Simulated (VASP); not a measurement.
# Si (Fd-3m) in VASP: a series of runs

Aim: see how the results for Si move with the level of theory and the settings. Levels: PBE, PBE+D3(BJ), r2SCAN, r2SCAN+D4. Tasks: single point.

Everything below comes from runs of VASP 6.6.1. Logs are shortened: lines on timing, memory, paths and dates and some standing lists are left out, and cuts for length are marked.

### Step 1. The cell of the first run

The structure is cubic, space group Fd-3m (No. 227). Conventional cell: a = 5.471 Å, b = 5.471 Å, c = 5.471 Å, α = 90.00°, β = 90.00°, γ = 90.00°. Si (site symmetry -43m) has 4 Si at 2.37 Å within 3.1 Å.

### Step 2. Single point, PBE

File INCAR:

```
SYSTEM = Si
PREC = Accurate
ENCUT = 520
EDIFF = 1E-6
ISMEAR = -1
SIGMA = 0.02
LREAL = .False.
LASPH = .True.
NELM = 60
ALGO = Normal
ISIF = 2
LWAVE = .False.
LCHARG = .False.
GGA = PE
NBANDS = 11
```

File KPOINTS:

```
regular mesh
0
Gamma
  6 6 6
  0 0 0
```

File POSCAR:

```
Si
1.0
    0.0000000000      2.7354995944      2.7354995944
    2.7354995944      0.0000000000      2.7354995944
    2.7354995944      2.7354995944      0.0000000000
Si
2
Direct
    0.7500000000      0.7500000000      0.7500000000
    0.5000000000      0.5000000000      0.5000000000
```

Potentials or basis: VASP PAW PBE potentials, release 64 (Si).

Run with:

```
> cat potpaw_PBE.64/Si/POTCAR > POTCAR
> mpirun -np 1 vasp_std > vasp.out
```

OUTCAR:

```text
SYSTEM = Si
   PREC = Accurate
   ENCUT = 520
   EDIFF = 1E-6
   ISMEAR = -1
   LREAL = .False.
   LASPH = .True.
   NELM = 60
   ISIF = 2
   GGA = PE

 ion  position               nearest neighbor table
   1  0.750  0.750  0.750-   2 2.37   2 2.37   2 2.37   2 2.37
   2  0.500  0.500  0.500-   1 2.37   1 2.37   1 2.37   1 2.37

  LATTYP: Found a face centered cubic cell.
 ALAT       =     5.4709991888

  Lattice vectors:

 A1 = (   0.0000000000,   2.7354995944,   2.7354995944)
 A2 = (   2.7354995944,   0.0000000000,   2.7354995944)
 A3 = (   2.7354995944,   2.7354995944,   0.0000000000)

Analysis of symmetry for initial positions (statically):
=====================================================================
 Subroutine PRICEL returns:
 Original cell was already a primitive cell.

 Routine SETGRP: Setting up the symmetry group for a
 face centered cubic supercell.

 Subroutine GETGRP returns: Found 48 space group operations
 (whereof 24 operations were pure point group operations)
 out of a pool of 48 trial point group operations.

The static configuration has the point symmetry T_d .
 The point group associated with its full space group is O_h .

Analysis of symmetry for dynamics (positions and initial velocities):
=====================================================================
 Subroutine PRICEL returns:
 Original cell was already a primitive cell.

 Routine SETGRP: Setting up the symmetry group for a
 face centered cubic supercell.

 Subroutine GETGRP returns: Found 48 space group operations
 (whereof 24 operations were pure point group operations)
 out of a pool of 48 trial point group operations.

The dynamic configuration has the point symmetry T_d .
 The point group associated with its full space group is O_h .

 Subroutine INISYM returns: Found 48 space group operations
 (whereof 24 operations are pure point group operations),
 and found     1 'primitive' translations

----------------------------------------------------------------------------------------

                                     Primitive cell

  volume of cell :      40.9393

  direct lattice vectors                    reciprocal lattice vectors
     0.000000000  2.735499594  2.735499594    -0.182781968  0.182781968  0.182781968
     2.735499594  0.000000000  2.735499594     0.182781968 -0.182781968  0.182781968
     2.735499594  2.735499594  0.000000000     0.182781968  0.182781968 -0.182781968

  length of vectors
     3.868580626  3.868580626  3.868580626     0.316587656  0.316587656  0.316587656

  position of ions in fractional coordinates (direct lattice)
     0.750000000  0.750000000  0.750000000
     0.500000000  0.500000000  0.500000000

  ion indices of the primitive-cell ions
   primitive index   ion index
                 1           1
                 2           2

----------------------------------------------------------------------------------------

 KPOINTS: regular mesh

Automatic generation of k-mesh.
 Grid dimensions read from file:
 generate k-points for:    6    6    6

 Generating k-lattice:

  Cartesian coordinates                     Fractional coordinates (reciprocal lattice)
    -0.030463661  0.030463661  0.030463661     0.166666667  0.000000000  0.000000000
     0.030463661 -0.030463661  0.030463661     0.000000000  0.166666667  0.000000000
     0.030463661  0.030463661 -0.030463661     0.000000000  0.000000000  0.166666667

  Length of vectors
     0.052764609  0.052764609  0.052764609

  Shift w.r.t. Gamma in fractional coordinates (k-lattice)
     0.000000000  0.000000000  0.000000000

 Subroutine IBZKPT returns following result:
 ===========================================

 Found     16 irreducible k-points:

 Following reciprocal coordinates:
            Coordinates               Weight
  0.000000  0.000000  0.000000      1.000000
  0.166667  0.000000  0.000000      8.000000
  0.333333  0.000000  0.000000      8.000000
  0.500000  0.000000  0.000000      4.000000
  0.166667  0.166667  0.000000      6.000000
  0.333333  0.166667  0.000000     24.000000
[... 8 lines left out ...]
 -0.333333  0.333333  0.166667     24.000000
 -0.333333  0.500000  0.166667     12.000000
   k-points           NKPTS =     16   k-points in BZ     NKDIM =     16   number of bands    NBANDS=     11
   number of dos      NEDOS =    301   number of ions     NIONS =      2
   total plane-waves  NPLWV =  27000
   dimension x,y,z NGX =    30 NGY =   30 NGZ =   30
   dimension x,y,z NGXF=    60 NGYF=   60 NGZF=   60
   ions per type =               2
   NGX,Y,Z   is equivalent  to a cutoff of  12.89, 12.89, 12.89 a.u.
   NGXF,Y,Z  is equivalent  to a cutoff of  25.78, 25.78, 25.78 a.u.
 SYSTEM =  Si
   PREC   = accura    normal or accurate (medium, high low for compatibility)
   ISTART =      0    job   : 0-new  1-cont  2-samecut
   ICHARG =      2    charge: 1-file 2-atom 10-const
   ISPIN  =      1    spin polarized calculation?
   LNONCOLLINEAR =      F non collinear calculations
   LSORBIT =      F    spin-orbit coupling
   LASPH  =      T    aspherical Exc in radial PAW
   ENCUT  =  520.0 eV  38.22 Ry    6.18 a.u.   7.19  7.19  7.19*2*pi/ulx,y,z
   NELM   =     60;   NELMIN=  2; NELMDL= -5     # of ELM steps
   EDIFF  = 0.1E-05   stopping-criterion for ELM
   LREAL  =      F    real-space projection
   EDIFFG = 0.1E-04   stopping-criterion for IOM
   NSW    =      0    number of steps for IOM
   IBRION =     -1    ionic relax: 0-MD 1-quasi-New 2-CG
   NFREE  =      0    steps in history (QN), initial steepest desc. (CG)
   ISIF   =      2    stress and relaxation
   ISYM   =      2    0-nonsym 1-usesym 2-fastsym
   POTIM  = 0.5000    time-step for ionic-motion
   TEBEG  =    0.0;   TEEND  =   0.0 temperature during run
   PSTRESS=    0.0 pullay stress
   NELECT =       8.0000    total number of electrons
   NUPDOWN=      -1.0000    fix difference up-down
   EMIN   =  10.00;   EMAX   =-10.00  energy-range for DOS
   EFERMI =   0.00;   METHOD = LEGACY
   ISMEAR =    -1;   SIGMA  =   0.02  broadening in eV -4-tet -1-fermi 0-gaus
   EFERMI_NEDOS =   21; number of points for ismear=-14 and -15
   IALGO  =     38    algorithm
   IMIX   =      4    mixing-type and parameters
     AMIX     =   0.40;   BMIX     =  1.00
     AMIX_MAG =   1.60;   BMIX_MAG =  1.00
  volume/ion in A,a.u.               =      20.47       138.14
  Fermi-wavevector in a.u.,A,eV,Ry     =   0.950003  1.795245 12.279328  0.902505
  Thomas-Fermi vector in A             =   2.078339
   LORBIT       =      0    0 simple, 1 ext, 2 COOP (PROOUT), +10 PAW based schemes
   GGA     = PE    functional components
   LHFCALC =     F    Hartree Fock is set to
   AEXX    =    0.0000 exact exchange contribution
   IVDW    =     0    specifies the selected vdW correction
   LEPSILON=     F    determine dielectric tensor
   LRPA    =     F    only Hartree local field effects (RPA)
 non-spin polarized calculation
  energy-cutoff  :      520.00
  volume of cell :       40.94
 maximum number of plane-waves:      1113
 NGX is ok and might be reduce to    30
   NGX = 15   NGY = 15   NGZ = 15

 number of electron       8.0000001 magnetization

 Free energy of the ion-electron system (eV)
  ---------------------------------------------------
  ext. energy  EPLUGINS =         0.00000000
  ---------------------------------------------------
  free energy    TOTEN  =       -10.82634638 eV

  energy without entropy =      -10.82634638  energy(sigma->0) =      -10.82634638

 E-fermi :   5.9724     XC(G=0):  -9.3179

 val. band max:        5.6114842340   @ k =   0.0000   0.0000   0.0000
 cond. band min:       6.3622964513   @ k =   0.5000   0.5000   0.0000
 fundamental gap:      0.7508122173
 Fermi energy:         5.9723904393

 k-point     1 :       0.0000    0.0000    0.0000
  band No.  band energies     occupation
      1      -6.1962      2.00000
      2       5.6115      2.00000
      3       5.6115      2.00000
      4       5.6115      2.00000
      5       8.1647      0.00000
      6       8.1647      0.00000
      7       8.1647      0.00000
      8       8.7317      0.00000
      9      13.3161      0.00000
     10      13.3161      0.00000
     11      13.4833      0.00000

 k-point     2 :       0.1667    0.0000    0.0000
  band No.  band energies     occupation
      1      -5.8419      2.00000
      2       3.2484      2.00000
      3       5.1708      2.00000
      4       5.1708      2.00000
      5       7.8914      0.00000
      6       8.7998      0.00000
      7       8.7998      0.00000
      8      10.8796      0.00000
      9      12.6925      0.00000
     10      12.6925      0.00000
     11      14.6057      0.00000

 k-point     3 :       0.3333    0.0000    0.0000
  band No.  band energies     occupation
      1      -4.8476      2.00000
      2       0.3443      2.00000
      3       4.6293      2.00000
      4       4.6293      2.00000
      5       7.2984      0.00000
      6       9.1114      0.00000
      7       9.1114      0.00000
      8      13.3881      0.00000
      9      13.5610      0.00000
     10      13.5610      0.00000
     11      14.5835      0.00000

 k-point     4 :       0.5000    0.0000    0.0000
  band No.  band energies     occupation
      1      -3.9201      2.00000
      2      -1.2532      2.00000
      3       4.4335      2.00000
      4       4.4335      2.00000
      5       7.0725      0.00000
      6       8.9579      0.00000
      7       8.9579      0.00000
      8      13.3092      0.00000
      9      16.1008      0.00000
     10      16.1008      0.00000
     11      16.7840      0.00000
[... 127 lines left out ...]
 k-point    14 :       0.5000    0.3333    0.1667
  band No.  band energies     occupation
      1      -3.9528      2.00000
      2       0.0051      2.00000
      3       2.1239      2.00000
      4       3.3696      2.00000
      5       8.4538      0.00000
      6       9.3286      0.00000
      7       9.7837      0.00000
      8      12.5884      0.00000
      9      14.5086      0.00000
     10      15.3989      0.00000
     11      18.4323      0.00000

 k-point    15 :      -0.3333    0.3333    0.1667
  band No.  band energies     occupation
      1      -2.9937      2.00000
      2      -1.1656      2.00000
      3       1.6897      2.00000
      4       2.9164      2.00000
      5       8.9746      0.00000
      6       9.1249      0.00000
      7      11.6640      0.00000
      8      12.0437      0.00000
      9      13.0730      0.00000
     10      16.5916      0.00000
     11      17.4103      0.00000

 k-point    16 :      -0.3333    0.5000    0.1667
  band No.  band energies     occupation
      1      -2.0187      2.00000
      2      -2.0187      2.00000
      3       2.0542      2.00000
      4       2.0542      2.00000
      5       8.3606      0.00000
      6       8.3606      0.00000
      7      12.2928      0.00000
      8      12.2928      0.00000
      9      16.0520      0.00000
     10      16.0520      0.00000
     11      18.3931      0.00000

------------------------ aborting loop because EDIFF is reached ----------------------------------------

  FORCE on cell =-STRESS in cart. coord.  units (eV):
  Direction    XX          YY          ZZ          XY          YZ          ZX
  --------------------------------------------------------------------------------------
  -------------------------------------------------------------------------------------
  Total       -0.0132593     -0.0132593     -0.0132593      0.0000000      0.0000000      0.0000000
  in kB       -0.5189086     -0.5189086     -0.5189086      0.0000000      0.0000000      0.0000000
  external PRESSURE =      -0.5189086 kB  Pullay stress =       0.0000000 kB

 VOLUME and BASIS-vectors are now :
 -----------------------------------------------------------------------------
  energy-cutoff  :      520.00
  volume of cell :       40.94
      direct lattice vectors                 reciprocal lattice vectors
     0.000000000  2.735499594  2.735499594    -0.182781968  0.182781968  0.182781968
     2.735499594  0.000000000  2.735499594     0.182781968 -0.182781968  0.182781968
     2.735499594  2.735499594  0.000000000     0.182781968  0.182781968 -0.182781968

 POSITION                                       TOTAL-FORCE (eV/Angst)
 -----------------------------------------------------------------------------------
      4.10325      4.10325      4.10325         0.000000      0.000000      0.000000
      2.73550      2.73550      2.73550        -0.000000     -0.000000     -0.000000
 -----------------------------------------------------------------------------------
    total drift:                                0.000000     -0.000000     -0.000000

  FREE ENERGIE OF THE ION-ELECTRON SYSTEM (eV)
  ---------------------------------------------------
  free  energy   TOTEN  =       -10.8263463783 eV

  energy  without entropy=      -10.8263463780  energy(sigma->0) =      -10.82634638
```

Wall time 14 s (1 thread of Intel Xeon 8259CL, shared host); peak memory 0.15 GiB.

Results:

```yaml
Free_energy: -10.8263 eV
Pressure: -0.1 GPa
Band_gap_on_the_k_mesh: 0.75 eV, indirect (least direct gap 2.55 eV)
```

### Step 3. Single point, PBE+D3(BJ)

This run uses another cell than the first one, of 19.94 Å³/atom, 0.974 times its volume.

File INCAR:

```
SYSTEM = Si
ALGO = Normal
EDIFF = 1E-6
ENCUT = 520
GGA = PE
ISIF = 2
ISMEAR = -1
IVDW = 12
LASPH = .True.
LCHARG = .False.
LREAL = .False.
LWAVE = .False.
NBANDS = 11
NELM = 80
PREC = Accurate
SIGMA = 0.02
```

File KPOINTS:

```
k-points
0
Gamma
  6 6 6
  0 0 0
```

File POSCAR:

```
Si
1.0
    0.0000000000      2.7114928312      2.7114928312
    2.7114928312      0.0000000000      2.7114928312
    2.7114928312      2.7114928312      0.0000000000
Si
2
Direct
    0.7500000000      0.7500000000      0.7500000000
    0.5000000000      0.5000000000      0.5000000000
```

Potentials or basis: VASP PAW PBE potentials, release 64 (Si).

Run with:

```
> cat potpaw_PBE.64/Si/POTCAR > POTCAR
> mpirun -np 1 vasp_std > vasp.out
```

Run time: 13 s. Hardware: 1 thread of Intel Xeon 8259CL, shared host; peak memory 0.16 GiB.

It converged, with:

```yaml
Free_energy: -11.4495 eV
Pressure: -0.1 GPa
Band_gap_on_the_k_mesh: 0.70 eV, indirect (least direct gap 2.56 eV)
Dispersion_energy_per_atom: -0.315 eV
```

Levels at points of the mesh, in eV from the valence-band top:
| k point | band 1 | band 2 | band 3 | band 4 | band 5 | band 6 | band 7 | band 8 | band 9 |
| --- | --- | --- | --- | --- | --- | --- | --- | --- | --- |
| (0.00, 0.00, 0.00) | -11.99 | 0.00 | 0.00 | 0.00 | 2.56 | 2.56 | 2.56 | 3.42 | 7.72 |
| (0.50, 0.00, 0.00) | -9.65 | -6.99 | -1.20 | -1.20 | 1.55 | 3.33 | 3.33 | 7.73 | 10.56 |
| (0.50, 0.50, 0.00) | -7.83 | -7.83 | -2.86 | -2.86 | 0.70 | 0.70 | 10.15 | 10.15 | 10.99 |

(Part 1 of 2 ends here.)
